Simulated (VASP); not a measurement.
Here is a VASP 6.6.1 calculation.

File INCAR:

```
SYSTEM = Li3Ta2O
ALGO     = Normal         ! electronic algorithm
EDIFF    = 1E-7           ! SCF threshold, eV
EDIFFG   = -0.04          ! ionic threshold
ENCUT    = 880            ! plane-wave cutoff, eV
GGA      = PE             ! functional
GGA_COMPAT= .FALSE.      
IBRION   = 2              ! ionic algorithm
ISIF     = 3              ! what is computed and relaxed
ISMEAR   = 0              ! smearing method
LASPH    = .TRUE.         ! aspherical terms in the spheres
LCHARG   = .FALSE.        ! write CHGCAR
LREAL    = .FALSE.        ! projectors in reciprocal space
LWAVE    = .FALSE.        ! write WAVECAR
NELM     = 120            ! most SCF steps
NELMIN   = 4            
NSW      = 90             ! ionic steps
PREC     = Accurate       ! precision mode
SIGMA    = 0.1            ! smearing width, eV
```

KPOINTS

```
k-points
0
G
  4 4 4
  0 0 0
```

Contents of POSCAR:

```
Li3Ta2O
1.0
    4.3933902700      0.0000000000      0.0000000000
    0.0000000000      4.3933902700      0.0000000000
    0.0000000000      0.0000000000      4.6786110900
Li Ta O
3 2 1
Direct
    0.0000000000      0.0000000000      0.2619861700
    0.0000000000      0.0000000000      0.7380138300
    0.5000000000      0.5000000000      0.5000000000
    0.5000000000      0.0000000000      0.0000000000
    0.0000000000      0.5000000000      0.0000000000
    0.5000000000      0.5000000000      0.0000000000
```

Potentials or basis: VASP PAW PBE potentials, release 64 (Li_sv, Ta_sv_GW, O).

Launch:

```bash
$ cat potpaw_PBE.64/Li_sv/POTCAR potpaw_PBE.64/Ta_sv_GW/POTCAR potpaw_PBE.64/O/POTCAR > POTCAR
$ mpirun -np 1 vasp_std > vasp.out
```

Problem. What does it give for the relaxed cell?

Solution. a = 4.120 Å, b = 4.120 Å, c = 6.142 Å, α = 90.00°, β = 90.00°, γ = 90.00°.

Problem. Estimate the space group after relaxing (to 0.1 Å).

Solution. P4/mmm (No. 123).

Problem. Estimate the relaxed volume.

Solution. 17.38 Å³/atom.

Problem. What does it give for the band gap on the k mesh?

Solution. Zero (an odd number of electrons rules out a gap without spin polarisation).

Stress tensor (GPa, compression positive):
```
0.34 0.00 0.00
0.00 0.34 0.00
0.00 0.00 0.06
```

Caveat: the volume moved by over 15 % at a fixed basis, so the end points are rough; spin-orbit coupling is left out, which moves the levels of the heavy elements.
